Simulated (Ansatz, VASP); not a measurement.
# SnO2: VASP beside Ansatz

The input POSCAR:

```
SnO2
1.0
    4.7605589201      0.0000000000      0.0000000000
    0.0000000000      4.7605589201      0.0000000000
    0.0000000000      0.0000000000      3.2000978632
Sn O
2 4
Direct
    0.5000000000      0.5000000000      0.5000000000
    0.0000000000      0.0000000000      0.0000000000
    0.1941203994      0.8058796006      0.5000000000
    0.8058796006      0.1941203994      0.5000000000
    0.3058796006      0.3058796006      0.0000000000
    0.6941203994      0.6941203994      0.0000000000
```

INCAR.step1

```
ALGO = Normal
EDIFF = 1E-4
ENCUT = 520
GGA = PE
ISMEAR = 0
LASPH = T
LCHARG = F
LREAL = F
LWAVE = T
NBANDS = 35
NELM = 80
PREC = Accurate
SIGMA = 0.01
```

The input INCAR.step2:

```
ALGO = Normal
EDIFF = 1E-6
ENCUT = 520
ISIF = 2
ISMEAR = 0
ISTART = 1
LASPH = T
LCHARG = F
LMIXTAU = T
LREAL = F
LWAVE = F
METAGGA = R2SCAN
NBANDS = 35
NELM = 80
PREC = Accurate
SIGMA = 0.01
```

KPOINTS

```
k-points
0
Gamma
  6 6 8
```

Input for Ansatz:

```yaml
crystal:
  lattice:
    - [4.7605589201, 0.0, 0.0]
    - [0.0, 4.7605589201, 0.0]
    - [0.0, 0.0, 3.2000978632]
  atoms:
    - { symbol: Sn, position: [0.5, 0.5, 0.5] }
    - { symbol: Sn, position: [0.0, 0.0, 0.0] }
    - { symbol: O, position: [0.1941203994, 0.8058796006, 0.5] }
    - { symbol: O, position: [0.8058796006, 0.1941203994, 0.5] }
    - { symbol: O, position: [0.3058796006, 0.3058796006, 0.0] }
    - { symbol: O, position: [0.6941203994, 0.6941203994, 0.0] }
kpoints:
  mp_grid: { grid: [6, 6, 8] }
  band_path:
    path:
      - [0.0, 0.0, 0.0]
      - [0.0, 0.5, 0.0]
      - [0.5, 0.5, 0.0]
      - [0.0, 0.0, 0.5]
      - [0.0, 0.5, 0.5]
      - [0.5, 0.5, 0.5]
    npoints: 1
hamiltonian:
  xc: r2scan
scf:
  occupations: { method: fixed }
  n_extra_bands: 5
output:
  forces: true
  stress: true
  eigenvalues: true
```

Alike in both runs: task single point; functional r2SCAN; k mesh 6 × 6 × 8; no spin polarisation.

|  | VASP | Ansatz |
| --- | --- | --- |
| version | VASP 6.6.1 | Ansatz 0.2.0 |
| potentials or method | VASP PAW PBE potentials, release 64 (Sn_d, O) | plane waves, PAW |
| plane-wave cutoff (eV) | 520 | 500 |
| occupations | gaussian, width 0.01 eV | fixed |
| valence electrons in the cell | 52 | 52 |

VASP gave:

* gap on the k mesh at the Fermi level (eV): 1.79
* pressure (GPa): 1.1
* traceless stress, the component that is largest in VASP (GPa): 0.39
* rms of the force components (eV/Å): 0.011

Task: What did Ansatz give for the same quantities?

Result: gap on the k mesh at the Fermi level (eV): 1.77; pressure (GPa): 0.0; traceless stress, the component that is largest in VASP (GPa): 0.05; rms of the force components (eV/Å): 0.002.

VASP's potentials were made for PBE, not for r2SCAN. Atom by atom the forces differ by 0.013 eV/Å (rms over components).
